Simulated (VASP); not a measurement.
Write the native input for VASP 6.6.1 that does the following.

```
Task                   : single point
Functional             : LDA
Potentials or basis    : VASP PAW LDA potentials, release 64 (C)
Cutoff                 : 520 eV
k mesh                 : 12 × 12 × 12
Occupations            : gaussian, width 0.01 eV
Spin                   : no spin polarisation
Dipole correction      : no
Further INCAR settings : ALGO = Normal; EDIFF = 1e-07; NBANDS = 11
```

The structure of C lies in POSCAR:

```
C
1.0
    1.7658738580      1.7658738580      0.0000000000
   -1.7658738580      1.7658738580      0.0000000000
    0.0000000000      1.7658738580      1.7658738580
C
2
Direct
    0.5000000000      0.5000000000      0.0000000000
    0.7500000000      0.2500000000      0.5000000000
```

These files were run (other wordings do the same):

INCAR

```
PREC = Accurate
ENCUT = 520
EDIFF = 1E-7
ISMEAR = 0
SIGMA = 0.01
LREAL = F
LASPH = T
NELM = 100
ALGO = Normal
ISIF = 2
LWAVE = F
LCHARG = F
GGA = CA
NBANDS = 11
```

KPOINTS

```
regular mesh
0
Gamma
  12 12 12
```

Potentials or basis: VASP PAW LDA potentials, release 64 (C).

Run with:

```sh
$ cat potpaw_LDA.64/C/POTCAR > POTCAR
$ mpirun -np 1 vasp_std > vasp.out
```

It gave:

- Pressure: 1.6 GPa
- Band gap on the k mesh: 4.20 eV, indirect (least direct gap 5.63 eV)

It took 9.1 s on 1 thread of Intel Xeon 8259CL, on a shared host, peak memory 0.11 GiB.
